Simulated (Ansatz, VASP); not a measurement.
**One calculation of KCl, two programs**

INCAR

```
ALGO = Normal
EDIFF = 1E-8
ENCUT = 520
ISIF = 2
ISMEAR = -1
LASPH = True
LCHARG = False
LEFG = True
LREAL = False
LWAVE = False
NBANDS = 15
NELM = 60
PREC = Accurate
SIGMA = 0.03
```

KPOINTS

```
k-points
0
Gamma
  7 7 7
```

Contents of POSCAR:

```
KCl
1.0
    0.0000000000      3.1455444028      3.1455444028
    3.1455444028      0.0000000000      3.1455444028
    3.1455444028      3.1455444028      0.0000000000
K Cl
1 1
Direct
    0.0000000000      0.0000000000      0.0000000000
    0.5000000000      0.5000000000      0.5000000000
```

Input for Ansatz:

```yaml
crystal:
  lattice:
    - [0.0, 3.1455444028, 3.1455444028]
    - [3.1455444028, 0.0, 3.1455444028]
    - [3.1455444028, 3.1455444028, 0.0]
  atoms:
    - { symbol: K, position: [0.0, 0.0, 0.0] }
    - { symbol: Cl, position: [0.5, 0.5, 0.5] }
kpoints:
  mp_grid: { grid: [7, 7, 7] }
scf:
  occupations: { method: fermi_dirac, width: 0.03 }
hamiltonian:
  xc: lda
  pseudopotentials: { kind: paw }
output:
  forces: true
  stress: true
  eigenvalues: true
  efg: { contact_densities: true }
  write_density: true
  write_potential: true
  elf: true
  volumetric_format: npy
```

Change from the starting cell: volume scaled by 0.99, PAW files.

Alike in both runs: task electric field gradients; functional LDA; k mesh 7 × 7 × 7; occupations fermi-dirac, width 0.03 eV; no spin polarisation.

|  | VASP | Ansatz |
| --- | --- | --- |
| version | VASP 6.6.1 | Ansatz 0.2.0 |
| potentials or method | VASP PAW LDA potentials, release 64 (K_sv, Cl) | PAW with Ansatz's default frozen-core files, scalar-relativistic |
| plane-wave cutoff (eV) | 520 | 420 |
| valence electrons in the cell | 16 | 16 |

```tsv
	VASP	Ansatz	Ansatz less VASP
gap on the k mesh at the Fermi level (eV)	4.75	4.75	-0.005
pressure (GPa)	-1.9	-1.9	-0.04
```

LDA's correlation is that of Perdew and Zunger in VASP and of Perdew and Wang (1992) in Ansatz.
